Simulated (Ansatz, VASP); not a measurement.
## Ag in VASP and in Ansatz

```xyz
2
Lattice="2.7567 0.0000 0.0000 -1.3784 2.3874 0.0000 0.0000 0.0000 4.4704" Properties=species:S:1:pos:R:3 pbc="T T T"
Ag    0.0000    1.5916    1.1176
Ag    1.3784    0.7958    3.3528
```

Alike in both runs: task single point; functional PBEsol; k mesh 14 × 14 × 8; occupations fermi-dirac, width 0.1 eV; no spin polarisation.

|  | VASP | Ansatz |
| --- | --- | --- |
| version | VASP 6.6.1 | Ansatz 0.2.0 |
| potentials or method | VASP PAW PBE potentials, release 64 (Ag), cutoff 520 eV | plane waves (420 eV) with PAW, scalar-relativistic |
| valence electrons in the cell | 22 | 38 |

VASP gave:

* pressure (GPa): 20.9
* traceless stress, the component that is largest in VASP (GPa): 1.26

Task: Estimate Ansatz's values.

Result: Pressure (GPa): 21.4; traceless stress, the component that is largest in VASP (GPa): 1.29.

VASP's potentials were made for PBE, not for PBEsol, and Ansatz warns of the same on its side. VASP's potentials hold 22 valence electrons a cell and Ansatz's 38, so a difference there can come from the potentials and not from the codes.
